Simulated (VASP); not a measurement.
# Co (Cmce) in VASP: single point with r2SCAN

Aim: the single point of Co with r2SCAN.

Program: VASP 6.6.1. These are calculated values, not measurements. Logs are shortened: lines on timing, memory, paths and dates and some standing lists are left out, and cuts for length are marked.

## Step 1: The cell of the first run

Symmetry: Cmce, No. 64, orthorhombic system. The conventional cell has a = 4.674 Å, b = 3.089 Å, c = 6.301 Å, α = 90.00°, β = 90.00°, γ = 90.00°. Co (site symmetry m) has 3 Co at 1.74 to 2.28 Å within 2.3 Å.

## Step 2: Single point, r2SCAN, collinear spin, ferromagnetic start

File POSCAR:

```
Co
1.0
    2.3371579601     -1.5446826214      0.0000000000
    2.3371579601      1.5446826214      0.0000000000
    0.0000000000      0.0000000000      6.3011453754
Co
4
Direct
    0.8500000000      0.1500000000      0.1170000000
    0.6500000000      0.3500000000      0.6170000000
    0.1500000000      0.8500000000      0.8830000000
    0.3500000000      0.6500000000      0.3830000000
```

File INCAR.step1:

```
PREC = Accurate
ENCUT = 660
ISMEAR = 0
SIGMA = 0.1
LREAL = False
LASPH = True
NELM = 200
ISPIN = 2
MAGMOM = 3 3 3 3
LMAXMIX = 4
NBANDS = 46
GGA = PE
ALGO = Normal
EDIFF = 1E-5
LWAVE = True
LCHARG = False
GGA_COMPAT = False
```

File INCAR.step2:

```
PREC = Accurate
ENCUT = 660
EDIFF = 1E-6
ISMEAR = 0
SIGMA = 0.1
LREAL = False
LASPH = True
NELM = 200
ALGO = Normal
ISIF = 2
LWAVE = False
LCHARG = False
ISPIN = 2
MAGMOM = 3 3 3 3
LORBIT = 11
LMAXMIX = 4
METAGGA = R2SCAN
LMIXTAU = True
NBANDS = 46
ISTART = 1
GGA_COMPAT = False
```

File KPOINTS:

```
regular mesh
0
Gamma
  8 8 4
```

Potentials or basis: VASP PAW PBE potentials, release 64 (Co_sv).

Command:

```
$ cat potpaw_PBE.64/Co_sv/POTCAR > POTCAR
$ cp INCAR.step1 INCAR
$ mpirun -np 1 vasp_std > vasp.out
$ cp INCAR.step2 INCAR
$ mpirun -np 1 vasp_std > vasp.out
```

OUTCAR:

```text
PREC = Accurate
   ENCUT = 660
   EDIFF = 1E-6
   ISMEAR = 0
   LREAL = False
   LASPH = True
   NELM = 200
   ISIF = 2
   ISPIN = 2
   LORBIT = 11
   METAGGA = R2SCAN
   ISTART = 1

 ion  position               nearest neighbor table
   1  0.850  0.150  0.117-   3 1.74   4 2.28   4 2.28
   2  0.650  0.350  0.617-   4 1.74   3 2.28   3 2.28
   3  0.150  0.850  0.883-   1 1.74   2 2.28   2 2.28
   4  0.350  0.650  0.383-   2 1.74   1 2.28   1 2.28

  LATTYP: Found a base centered orthorhombic cell.
 ALAT       =     3.0893652428
 B/A-ratio  =     1.5130344109
 C/A-ratio  =     2.0396246090

  Lattice vectors:

 A1 = (  -2.3371579601,  -1.5446826214,   0.0000000000)
 A2 = (   2.3371579601,  -1.5446826214,   0.0000000000)
 A3 = (   0.0000000000,   0.0000000000,   6.3011453754)

Analysis of symmetry for initial positions (statically):
=====================================================================
 Subroutine PRICEL returns:
 Original cell was already a primitive cell.

 Routine SETGRP: Setting up the symmetry group for a
 base centered orthorhombic supercell.

 Subroutine GETGRP returns: Found  8 space group operations
 (whereof  4 operations were pure point group operations)
 out of a pool of  8 trial point group operations.

The static configuration has the point symmetry C_2h.
 The point group associated with its full space group is D_2h.

Analysis of symmetry for dynamics (positions and initial velocities):
=====================================================================
 Subroutine PRICEL returns:
 Original cell was already a primitive cell.

 Routine SETGRP: Setting up the symmetry group for a
 base centered orthorhombic supercell.

 Subroutine GETGRP returns: Found  8 space group operations
 (whereof  4 operations were pure point group operations)
 out of a pool of  8 trial point group operations.

The dynamic configuration has the point symmetry C_2h.
 The point group associated with its full space group is D_2h.

Analysis of structural, dynamic, and magnetic symmetry:
=====================================================================
 Subroutine PRICEL returns:
 Original cell was already a primitive cell.

 Routine SETGRP: Setting up the symmetry group for a
 base centered orthorhombic supercell.

 Subroutine GETGRP returns: Found  8 space group operations
 (whereof  4 operations were pure point group operations)
 out of a pool of  8 trial point group operations.

The overall configuration has the point symmetry C_2h.
 The point group associated with its full space group is D_2h.

 Subroutine INISYM returns: Found  8 space group operations
 (whereof  4 operations are pure point group operations),
 and found     1 'primitive' translations

----------------------------------------------------------------------------------------

                                     Primitive cell

  volume of cell :      45.4964

  direct lattice vectors                    reciprocal lattice vectors
     2.337157960 -1.544682621  0.000000000     0.213935048 -0.323691089  0.000000000
     2.337157960  1.544682621  0.000000000     0.213935048  0.323691089  0.000000000
     0.000000000  0.000000000  6.301145375     0.000000000  0.000000000  0.158701306

  length of vectors
     2.801490984  2.801490984  6.301145375     0.388000162  0.388000162  0.158701306

  position of ions in fractional coordinates (direct lattice)
     0.850000000  0.150000000  0.117000000
     0.650000000  0.350000000  0.617000000
     0.150000000  0.850000000  0.883000000
     0.350000000  0.650000000  0.383000000

  ion indices of the primitive-cell ions
   primitive index   ion index
                 1           1
                 2           2
                 3           3
                 4           4

----------------------------------------------------------------------------------------

 KPOINTS: regular mesh

Automatic generation of k-mesh.
 Grid dimensions read from file:
 generate k-points for:    8    8    4

 Generating k-lattice:

  Cartesian coordinates                     Fractional coordinates (reciprocal lattice)
     0.026741881 -0.040461386  0.000000000     0.125000000  0.000000000  0.000000000
     0.026741881  0.040461386  0.000000000     0.000000000  0.125000000  0.000000000
     0.000000000  0.000000000  0.039675326     0.000000000  0.000000000  0.250000000

  Length of vectors
     0.048500020  0.048500020  0.039675326

  Shift w.r.t. Gamma in fractional coordinates (k-lattice)
     0.000000000  0.000000000  0.000000000

 Subroutine IBZKPT returns following result:
 ===========================================

 Found     63 irreducible k-points:

 Following reciprocal coordinates:
            Coordinates               Weight
  0.000000  0.000000  0.000000      1.000000
  0.125000  0.000000  0.000000      4.000000
  0.250000  0.000000  0.000000      4.000000
  0.375000  0.000000  0.000000      4.000000
  0.500000  0.000000  0.000000      2.000000
  0.125000  0.125000  0.000000      2.000000
[... 16 lines left out ...]
  0.125000  0.000000  0.250000      8.000000
  0.250000  0.000000  0.250000      8.000000
 [... further k-points ...]
   k-points           NKPTS =     63   k-points in BZ     NKDIM =     63   number of bands    NBANDS=     46
   number of dos      NEDOS =    301   number of ions     NIONS =      4
   total plane-waves  NPLWV =  31104
   dimension x,y,z NGX =    24 NGY =   24 NGZ =   54
   dimension x,y,z NGXF=    48 NGYF=   48 NGZF=  108
   ions per type =               4
   NGX,Y,Z   is equivalent  to a cutoff of  14.24, 14.24, 14.25 a.u.
   NGXF,Y,Z  is equivalent  to a cutoff of  28.48, 28.48, 28.49 a.u.
 SYSTEM =  unknown system
   PREC   = accura    normal or accurate (medium, high low for compatibility)
   ISTART =      1    job   : 0-new  1-cont  2-samecut
   ICHARG =      0    charge: 1-file 2-atom 10-const
   ISPIN  =      2    spin polarized calculation?
   LNONCOLLINEAR =      F non collinear calculations
   LSORBIT =      F    spin-orbit coupling
   LASPH  =      T    aspherical Exc in radial PAW
   ENCUT  =  660.0 eV  48.51 Ry    6.96 a.u.   5.87  5.87 13.20*2*pi/ulx,y,z
   NELM   =    200;   NELMIN=  2; NELMDL=  0     # of ELM steps
   EDIFF  = 0.1E-05   stopping-criterion for ELM
   LREAL  =      F    real-space projection
   EDIFFG = 0.1E-04   stopping-criterion for IOM
   NSW    =      0    number of steps for IOM
   IBRION =     -1    ionic relax: 0-MD 1-quasi-New 2-CG
   NFREE  =      0    steps in history (QN), initial steepest desc. (CG)
   ISIF   =      2    stress and relaxation
   ISYM   =      2    0-nonsym 1-usesym 2-fastsym
   POTIM  = 0.5000    time-step for ionic-motion
   TEBEG  =    0.0;   TEEND  =   0.0 temperature during run
   PSTRESS=    0.0 pullay stress
   NELECT =      68.0000    total number of electrons
   NUPDOWN=      -1.0000    fix difference up-down
   EMIN   =  10.00;   EMAX   =-10.00  energy-range for DOS
   EFERMI =   0.00;   METHOD = LEGACY
   ISMEAR =     0;   SIGMA  =   0.10  broadening in eV -4-tet -1-fermi 0-gaus
   EFERMI_NEDOS =   21; number of points for ismear=-14 and -15
   IALGO  =     38    algorithm
   IMIX   =      4    mixing-type and parameters
     AMIX     =   0.40;   BMIX     =  1.00
     AMIX_MAG =   1.60;   BMIX_MAG =  1.00
  volume/ion in A,a.u.               =      11.37        76.76
  Fermi-wavevector in a.u.,A,eV,Ry     =   1.871769  3.537130 47.668260  3.503518
  Thomas-Fermi vector in A             =   2.917293
   LORBIT       =     11    0 simple, 1 ext, 2 COOP (PROOUT), +10 PAW based schemes
   METAGGA = R2SCAN    functional components
   LHFCALC =     F    Hartree Fock is set to
   AEXX    =    0.0000 exact exchange contribution
   IVDW    =     0    specifies the selected vdW correction
   LEPSILON=     F    determine dielectric tensor
   LRPA    =     F    only Hartree local field effects (RPA)
 spin polarized calculation
 Gauss-broadening in eV      SIGMA  =   0.10
  energy-cutoff  :      660.00
  volume of cell :       45.50
 maximum number of plane-waves:      1784
   NGX = 11   NGY = 11   NGZ = 27

 number of electron      68.0000022 magnetization       7.1883940

 Free energy of the ion-electron system (eV)
  ---------------------------------------------------
  ext. energy  EPLUGINS =         0.00000000
  ---------------------------------------------------
  free energy    TOTEN  =       -47.18649906 eV

  energy without entropy =      -47.16633304  energy(sigma->0) =      -47.17641605

 E-fermi :  11.6789     XC(G=0): -14.6563

 val. band max:       11.6753003256   @ k =   0.2500   0.2500   0.2500
 cond. band min:      11.6789812144   @ k =   0.3750   0.0000   0.0000
 fundamental gap:      0.0036808888
 Fermi energy:        11.6788844222

 spin component 1

 k-point     1 :       0.0000    0.0000    0.0000
  band No.  band energies     occupation
      1     -89.1702      1.00000
      2     -89.1175      1.00000
      3     -88.6835      1.00000
      4     -88.6286      1.00000
      5     -52.1964      1.00000
      6     -52.0931      1.00000
[... 38 lines left out ...]
     45      28.7558      0.00000
     46      29.9450      0.00000
[... 1086 lines left out ...]
      6     -52.1255      1.00000
[... 38 lines left out ...]
     45      26.3255      0.00000
     46      26.9271      0.00000

 [... further k-points ...]

 spin component 2

 k-point     1 :       0.0000    0.0000    0.0000
  band No.  band energies     occupation
      1     -86.2240      1.00000
      2     -86.1653      1.00000
      3     -85.7008      1.00000
      4     -85.6397      1.00000
      5     -49.3699      1.00000
      6     -49.2553      1.00000
[... 38 lines left out ...]
     45      29.6932      0.00000
     46      30.1337      0.00000
[... 1086 lines left out ...]
      6     -49.2921      1.00000
[... 38 lines left out ...]
     45      26.8976      0.00000
     46      27.5889      0.00000

 [... further k-points ...]

------------------------ aborting loop because EDIFF is reached ----------------------------------------

  FORCE on cell =-STRESS in cart. coord.  units (eV):
  Direction    XX          YY          ZZ          XY          YZ          ZX
  --------------------------------------------------------------------------------------
  -------------------------------------------------------------------------------------
  Total      -10.1886078     11.8887178     30.1316514      0.0000000      0.0000000      0.0000000
  in kB     -358.7968364    418.6670478   1061.1009318      0.0000000      0.0000000      0.0000000
  external PRESSURE =     373.6570478 kB  Pullay stress =       0.0000000 kB

 VOLUME and BASIS-vectors are now :
 -----------------------------------------------------------------------------
  energy-cutoff  :      660.00
  volume of cell :       45.50
      direct lattice vectors                 reciprocal lattice vectors
     2.337157960 -1.544682621  0.000000000     0.213935048 -0.323691089  0.000000000
     2.337157960  1.544682621  0.000000000     0.213935048  0.323691089  0.000000000
     0.000000000  0.000000000  6.301145375     0.000000000  0.000000000  0.158701306

 POSITION                                       TOTAL-FORCE (eV/Angst)
 -----------------------------------------------------------------------------------
      2.33716     -1.08128      0.73723         0.000000      6.150474      8.055724
      2.33716     -0.46340      3.88781         0.000000     -6.150474      8.055724
      2.33716      1.08128      5.56391         0.000000     -6.150474     -8.055724
      2.33716      0.46340      2.41334         0.000000      6.150474     -8.055724
 -----------------------------------------------------------------------------------
    total drift:                               -0.000000     -0.000000     -0.000000

  FREE ENERGIE OF THE ION-ELECTRON SYSTEM (eV)
  ---------------------------------------------------
  free  energy   TOTEN  =       -47.1864990629 eV

  energy  without entropy=      -47.1663330403  energy(sigma->0) =      -47.17641605

 total charge

# of ion       s       p       d       tot
------------------------------------------
    1        2.265   6.139   6.861  15.265
    2        2.265   6.139   6.861  15.265
    3        2.265   6.139   6.861  15.265
    4        2.265   6.139   6.861  15.265
--------------------------------------------------
tot          9.061  24.557  27.443  61.062

 magnetization (x)

# of ion       s       p       d       tot
------------------------------------------
    1        0.006  -0.007   1.838   1.836
    2        0.006  -0.007   1.838   1.836
    3        0.006  -0.007   1.838   1.836
    4        0.006  -0.007   1.838   1.836
--------------------------------------------------
tot          0.024  -0.030   7.350   7.344
```

Run time: 20 min. Hardware: 1 thread of AMD EPYC 9R45 (Zen 5), shared host; peak memory 0.35 GiB.

Results:

```yaml
Free_energy: -47.1865 eV
Pressure: 37.4 GPa
Largest_force: 10.135 eV/Å
Net_moment: 7.19 μB per cell
Site_moments: Co +1.84 μB
Valence_electrons_inside_the_program's_atomic_spheres: Co 15.27
```

Forces in eV/Å, atoms in the order of the input:
```
Co   0.000  6.150  8.056
Co   0.000 -6.150  8.056
Co   0.000 -6.150 -8.056
Co   0.000  6.150 -8.056
```

Stress tensor (GPa, compression positive):
```
-35.88   0.00   0.00
  0.00  41.87   0.00
  0.00   0.00 106.11
```

Caveat: atoms lie so close that the PAW spheres overlap strongly, which falsifies energies and pressures; the cell stands under pressure; the PAW data sets were made with another functional, which shifts forces and pressure a little.
